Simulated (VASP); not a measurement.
# Si4Se (P-6m2) in VASP: further runs, part 2 of 2

VASP 6.6.1.

## (5) Single point, PBE

This run uses another cell than the first one, of 21.22 Å³/atom, 1.130 times its volume.

The input, INCAR:

```
SYSTEM = Si4Se
PREC = Accurate ; ENCUT = 520
EDIFF = 1E-7 ; ISMEAR = 0
SIGMA = 0.1 ; LREAL = .False.
LASPH = .True. ; NELM = 100
ALGO = Normal ; ISIF = 2
LWAVE = .False. ; LCHARG = .False.
GGA = PE ; NBANDS = 19
```

The input, KPOINTS:

```
regular mesh
0
Gamma
  12 12 8
  0 0 0
```

The input, POSCAR:

```
Si4Se
1.0
    5.1344028774      0.0000000000      0.0000000000
   -2.5672014387      4.4465233251      0.0000000000
    0.0000000000      0.0000000000      4.6483957877
Si Se
4 1
Direct
    0.8313078312      0.1686921688      0.0000000000
    0.8313078312      0.6626156623      0.0000000000
    0.3373843377      0.1686921688      0.0000000000
    0.3333333333      0.6666666667      0.0000000000
    0.0000000000      0.0000000000      0.5000000000
```

Potentials or basis: VASP PAW PBE potentials, release 64 (Si, Se).

Run with:

```bash
> cat potpaw_PBE.64/Si/POTCAR potpaw_PBE.64/Se/POTCAR > POTCAR
> mpirun -np 1 vasp_std > vasp.out
```

OUTCAR:

```text
SYSTEM = Si4Se
   PREC = Accurate
   ENCUT = 520
   EDIFF = 1E-7
   ISMEAR = 0
   LREAL = .False.
   LASPH = .True.
   NELM = 100
   ISIF = 2
   GGA = PE

 ion  position               nearest neighbor table
   1  0.831  0.169  0.000-   3 2.54   2 2.54   4 2.57   4 2.57   3 2.60   2 2.60   5 2.77   5 2.77

   2  0.831  0.663  0.000-   1 2.54   3 2.54   4 2.57   4 2.57   1 2.60   3 2.60   5 2.77   5 2.77

   3  0.337  0.169  0.000-   1 2.54   2 2.54   4 2.57   4 2.57   1 2.60   2 2.60   5 2.77   5 2.77

   4  0.333  0.667  0.000-   2 2.57   3 2.57   1 2.57   1 2.57   2 2.57   3 2.57
   5  0.000  0.000  0.500-   1 2.77   1 2.77   3 2.77   3 2.77   2 2.77   2 2.77

  LATTYP: Found a hexagonal cell.
 ALAT       =     5.1344028774
 C/A-ratio  =     0.9053430163

  Lattice vectors:

 A1 = (   5.1344028774,   0.0000000000,   0.0000000000)
 A2 = (  -2.5672014387,   4.4465233251,   0.0000000000)
 A3 = (   0.0000000000,   0.0000000000,   4.6483957877)

Analysis of symmetry for initial positions (statically):
=====================================================================
 Subroutine PRICEL returns:
 Original cell was already a primitive cell.

 Routine SETGRP: Setting up the symmetry group for a
 hexagonal supercell.

 Subroutine GETGRP returns: Found 12 space group operations
 (whereof 12 operations were pure point group operations)
 out of a pool of 24 trial point group operations.

The static configuration has the point symmetry D_3h.

Analysis of symmetry for dynamics (positions and initial velocities):
=====================================================================
 Subroutine PRICEL returns:
 Original cell was already a primitive cell.

 Routine SETGRP: Setting up the symmetry group for a
 hexagonal supercell.

[... 128 lines left out ...]
   IMIX   =      4    mixing-type and parameters
     AMIX     =   0.40;   BMIX     =  1.00
     AMIX_MAG =   1.60;   BMIX_MAG =  1.00
  volume/ion in A,a.u.               =      21.22       143.23
  Fermi-wavevector in a.u.,A,eV,Ry     =   0.968898  1.830951 12.772638  0.938762
  Thomas-Fermi vector in A             =   2.098905
   LORBIT       =      0    0 simple, 1 ext, 2 COOP (PROOUT), +10 PAW based schemes
   GGA     = PE    functional components
   LHFCALC =     F    Hartree Fock is set to
   AEXX    =    0.0000 exact exchange contribution
   IVDW    =     0    specifies the selected vdW correction
   LEPSILON=     F    determine dielectric tensor
   LRPA    =     F    only Hartree local field effects (RPA)
 non-spin polarized calculation
 Gauss-broadening in eV      SIGMA  =   0.10
  energy-cutoff  :      520.00
  volume of cell :      106.12
 maximum number of plane-waves:      2886
 NGX is ok and might be reduce to    40
   NGX = 19   NGY = 19   NGZ = 17

 number of electron      22.0000000 magnetization

 Free energy of the ion-electron system (eV)
  ---------------------------------------------------
  ext. energy  EPLUGINS =         0.00000000
  ---------------------------------------------------
  free energy    TOTEN  =       -21.91432249 eV

  energy without entropy =      -21.90080426  energy(sigma->0) =      -21.90756337

 E-fermi :   5.5067     XC(G=0):  -9.3174

 val. band max:        5.5001489745   @ k =   0.1667   0.1667   0.1250
 cond. band min:       5.5179544901   @ k =   0.2500   0.1667   0.5000
 fundamental gap:      0.0178055156
 Fermi energy:         5.5067199934

 k-point     1 :       0.0000    0.0000    0.0000
  band No.  band energies     occupation
      1      -8.9732      2.00000
      2      -5.3740      2.00000
      3      -0.5211      2.00000
      4      -0.5211      2.00000
      5      -0.4210      2.00000
      6       0.1928      2.00000
[... 505 lines left out ...]
      6       0.7148      2.00000
[... 11 lines left out ...]
     18      10.9005      0.00000
     19      11.9009      0.00000

 [... further k-points ...]

------------------------ aborting loop because EDIFF is reached ----------------------------------------

  FORCE on cell =-STRESS in cart. coord.  units (eV):
  Direction    XX          YY          ZZ          XY          YZ          ZX
  --------------------------------------------------------------------------------------
  -------------------------------------------------------------------------------------
  Total       -0.0233256     -0.0233256      0.0081158     -0.0000000      0.0000000      0.0000000
  in kB       -0.3521516     -0.3521516      0.1225257     -0.0000000      0.0000000      0.0000000
  external PRESSURE =      -0.1939258 kB  Pullay stress =       0.0000000 kB

 VOLUME and BASIS-vectors are now :
 -----------------------------------------------------------------------------
  energy-cutoff  :      520.00
  volume of cell :      106.12
      direct lattice vectors                 reciprocal lattice vectors
     5.134402877  0.000000000  0.000000000     0.194764615  0.112447403  0.000000000
    -2.567201439  4.446523325  0.000000000     0.000000000  0.224894806  0.000000000
     0.000000000  0.000000000  4.648395788     0.000000000  0.000000000  0.215127981

 POSITION                                       TOTAL-FORCE (eV/Angst)
 -----------------------------------------------------------------------------------
      3.83520      0.75009      0.00000         0.000397     -0.000229     -0.000000
      2.56720      2.94634      0.00000         0.000000      0.000459      0.000000
      1.29920      0.75009      0.00000        -0.000397     -0.000229     -0.000000
     -0.00000      2.96435      0.00000         0.000000      0.000000     -0.000000
      0.00000      0.00000      2.32420         0.000000      0.000000     -0.000000
 -----------------------------------------------------------------------------------
    total drift:                                0.000000     -0.000000     -0.000000

  FREE ENERGIE OF THE ION-ELECTRON SYSTEM (eV)
  ---------------------------------------------------
  free  energy   TOTEN  =       -21.9143224856 eV

  energy  without entropy=      -21.9008042556  energy(sigma->0) =      -21.90756337
```

OSZICAR:

```text
N       E                     dE             d eps       ncg     rms          rms(c)
DAV:   1     0.580288059026E+02    0.58029E+02   -0.86010E+03  3610   0.954E+02
DAV:   2    -0.180261429329E+02   -0.76055E+02   -0.73676E+02  4788   0.145E+02
DAV:   3    -0.222591186410E+02   -0.42330E+01   -0.41744E+01  4538   0.324E+01
DAV:   4    -0.223240356317E+02   -0.64917E-01   -0.64770E-01  4767   0.476E+00
DAV:   5    -0.223251883008E+02   -0.11527E-02   -0.11526E-02  4674   0.628E-01    0.662E+00
DAV:   6    -0.219979093986E+02    0.32728E+00   -0.50113E-01  4214   0.299E+00    0.372E+00
DAV:   7    -0.219167384597E+02    0.81171E-01   -0.20536E-01  4612   0.185E+00    0.128E+00
DAV:   8    -0.219132924618E+02    0.34460E-02   -0.22514E-02  4737   0.699E-01    0.292E-01
DAV:   9    -0.219139322979E+02   -0.63984E-03   -0.15960E-03  4253   0.203E-01    0.134E-01
DAV:  10    -0.219142825994E+02   -0.35030E-03   -0.48807E-04  4318   0.110E-01    0.276E-02
DAV:  11    -0.219143037703E+02   -0.21171E-04   -0.42064E-05  4433   0.337E-02    0.145E-02
DAV:  12    -0.219143218439E+02   -0.18074E-04   -0.26996E-05  4092   0.247E-02    0.466E-03
DAV:  13    -0.219143224146E+02   -0.57070E-06   -0.13945E-06  4909   0.596E-03    0.204E-03
DAV:  14    -0.219143224856E+02   -0.71022E-07   -0.35164E-07  4011   0.307E-03
   1 F= -.21914322E+02 E0= -.21907563E+02  d E =-.135182E-01
```

stdout:

```text
POSCAR found type information on POSCAR SiSe
 POSCAR found :  2 types and       5 ions
 scaLAPACK will be used
 LDA part: xc-table for (Slater+PW92), standard interpolation
 POSCAR, INCAR and KPOINTS ok, starting setup
 FFT: planning ... GRIDC
 FFT: planning ... GRID_SOFT
 FFT: planning ... GRID
 WAVECAR not read
 entering main loop
```

Wall time 2.2 min (1 thread of Intel Xeon Platinum 8375C at 2.90GHz (Ice Lake), shared host); peak memory 0.33 GiB.

Results:

| Quantity | Value |
| --- | --- |
| Free energy | -21.9143 eV |
| Pressure | 0.0 GPa |
| Band gap on the k mesh | zero (band 11 reaches 6.12 eV, above the bottom of band 12 at 4.72 eV) |

## (6) Relaxation of cell and atoms, PBE

This run uses another cell than the first one, of 21.04 Å³/atom, 1.121 times its volume.

The input, INCAR:

```
SYSTEM = Si4Se
PREC = Accurate
ENCUT = 600
EDIFF = 1E-6
ISMEAR = 0
SIGMA = 0.1
LREAL = .FALSE.
LASPH = .TRUE.
NELM = 60
ALGO = Normal
ISIF = 3
LWAVE = .FALSE.
LCHARG = .FALSE.
GGA = PE
IBRION = 2
NSW = 100
EDIFFG = -0.01
```

The input, KPOINTS:

```
regular mesh
0
G
  12 12 8
  0 0 0
```

The input, POSCAR:

```
Si4Se
1.0
    5.1305121071      0.0000000000      0.0000000000
   -2.5652560535      4.4431538192      0.0000000000
    0.0000000000      0.0000000000      4.6151703443
Si Se
4 1
Direct
    0.8314152486      0.1685847514      0.0000000000
    0.8314152486      0.6628304972      0.0000000000
    0.3371695028      0.1685847514      0.0000000000
    0.3333333333      0.6666666667      0.0000000000
    0.0000000000      0.0000000000      0.5000000000
```

Potentials or basis: VASP PAW PBE potentials, release 64 (Si, Se).

Run with:

```bash
> cat potpaw_PBE.64/Si/POTCAR potpaw_PBE.64/Se/POTCAR > POTCAR
> mpirun -np 1 vasp_std > vasp.out
```

Wall time 4.8 min (1 thread of Intel Xeon Platinum 8375C at 2.90GHz (Ice Lake), shared host); peak memory 0.38 GiB.

Results (log left out):

| Property | Result |
| --- | --- |
| Free energy | -21.9144 eV |
| Relaxed volume | 21.21 Å³/atom |
| Relaxed cell | a = 5.137 Å, b = 5.137 Å, c = 4.641 Å, α = 90.00°, β = 90.00°, γ = 120.00° |
| Space group after relaxing (to 0.05 Å) | P-6m2 (No. 187) |
| Energy gained by relaxing | 0.3 meV/atom |
| Ionic steps | 4 |
| Pressure after relaxing | 0.0 GPa |
| Largest force after relaxing | 0.009 eV/Å |
| Band gap on the k mesh | zero (band 11 reaches 6.16 eV, above the bottom of band 12 at 4.73 eV) |

Forces in eV/Å, atoms in the order of the input:
```
Si   0.008 -0.005  0.000
Si   0.000  0.009  0.000
Si  -0.008 -0.005  0.000
Si   0.000  0.000  0.000
Se   0.000  0.000  0.000
```

Stress tensor (GPa, compression positive):
```
-0.06  0.00  0.00
 0.00 -0.06  0.00
 0.00  0.00  0.06
```

The path:
```tsv
step	energy change (eV)	largest force (eV/Å)	pressure (GPa)	volume (Å³)
1	0.0000	0.0465	0.38	105.21
2	-0.0014	0.0042	0.01	105.97
3	-0.0014	0.0028	-0.05	106.10
4	-0.0016	0.0092	-0.02	106.07
```

Final structure:
```cif
data_structure
_symmetry_space_group_name_H-M 'P 1'
_symmetry_Int_Tables_number 1
_cell_length_a 5.1370
_cell_length_b 5.1370
_cell_length_c 4.6412
_cell_angle_alpha 90.000
_cell_angle_beta 90.000
_cell_angle_gamma 120.000
_cell_volume 106.07
loop_
_atom_site_label
_atom_site_type_symbol
_atom_site_fract_x
_atom_site_fract_y
_atom_site_fract_z
_atom_site_occupancy
Si1 Si 0.83112 0.16888 0.00000 1
Si2 Si 0.83112 0.66223 0.00000 1
Si3 Si 0.33777 0.16888 0.00000 1
Si4 Si 0.33333 0.66667 0.00000 1
Se1 Se 0.00000 0.00000 0.50000 1
```

Levels at points of the mesh, in eV from the Fermi level:
```tsv
k point	band 8	band 9	band 10	band 11	band 12	band 13	band 14	band 15
(0.00, 0.00, 0.00)	-5.30	-4.68	-0.59	-0.59	0.02	1.63	1.63	3.22
(0.50, 0.00, 0.00)	-2.16	-1.81	-0.28	-0.16	0.54	0.76	0.96	0.99
(0.00, 0.00, 0.50)	-4.98	-3.33	-3.33	-2.80	0.91	1.93	2.50	2.50
(0.50, 0.00, 0.50)	-1.18	-1.12	-0.30	-0.05	0.18	1.02	1.34	2.09
```

## (7) Overview

```csv
task,cell,k mesh,cutoff (eV),gap on the mesh (eV),pressure (GPa),relaxed volume (Å³/atom),largest force (eV/Å)
single point,"a = 3.967, b = 3.967, c = 6.889 Å, angles 90.0, 90.0, 120.0°, 5 atoms",6 × 6 × 4,520,none,75.8,-,6.34
single point,"a = 5.131, b = 5.131, c = 4.615 Å, angles 90.0, 90.0, 120.0°, 5 atoms",6 × 6 × 4,520,none,0.2,-,0.01
relaxation of cell and atoms,"relaxed from a = 3.967, b = 3.967, c = 6.889 Å, angles 90.0, 90.0, 120.0°, 5 atoms",6 × 6 × 4,600,none,0.1,21.06,0.02
single point,"a = 5.134, b = 5.134, c = 4.648 Å, angles 90.0, 90.0, 120.0°, 5 atoms",12 × 12 × 8,520,none,0.0,-,-
relaxation of cell and atoms,"relaxed from a = 5.131, b = 5.131, c = 4.615 Å, angles 90.0, 90.0, 120.0°, 5 atoms",12 × 12 × 8,600,none,0.0,21.21,0.01
```

Alike in all rows: level PBE; potentials or basis VASP PAW PBE potentials, release 64 (Si, Se); no spin polarisation; smearing gaussian 0.1 eV.

Caveats: forces of over 1 eV/Å act on the atoms, so gaps and moduli don't describe the material at rest (some runs).

Total energies depend on the potentials used, so only differences within one code and one set of settings carry meaning.
